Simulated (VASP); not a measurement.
## TePb (CsCl type): single point with PBE

TePb (CsCl type):

```xyz
2
Lattice="3.4218 0.0000 0.0000 0.0000 3.4218 0.0000 0.0000 0.0000 3.4218" Properties=species:S:1:pos:R:3 pbc="T T T"
Pb    0.0000    0.0000    0.0000
Te    1.7109    1.7109    1.7109
```

- Program: VASP 6.6.1
- Task: single point
- Functional: PBE
- Potentials or basis: VASP PAW PBE potentials, release 64 (Pb_d, Te)
- Cutoff: 520 eV
- k mesh: 13 × 13 × 13
- Occupations: fermi-dirac, width 0.08 eV
- Spin: no spin polarisation

```json
{
 "Pressure": "54.0 GPa",
 "Band gap on the k mesh": "zero (bands 10 and 11 overlap by 3.88 eV)"
}
```

Levels at points of the mesh, in eV from the Fermi level:
| k point | band 6 | band 7 | band 8 | band 9 | band 10 | band 11 | band 12 | band 13 | band 14 | band 15 |
| --- | --- | --- | --- | --- | --- | --- | --- | --- | --- | --- |
| (0.00, 0.00, 0.00) | -16.46 | -4.95 | -3.05 | -3.05 | -3.05 | 3.12 | 3.12 | 9.03 | 9.03 | 9.03 |

Run time: 25 s on 1 thread of Intel(R) Xeon(R) 6975P-C (Granite Rapids), with other jobs on the host, peak memory 0.19 GiB.

Caveat: the cell stands under pressure; spin-orbit coupling is left out, which moves the levels of the heavy elements.
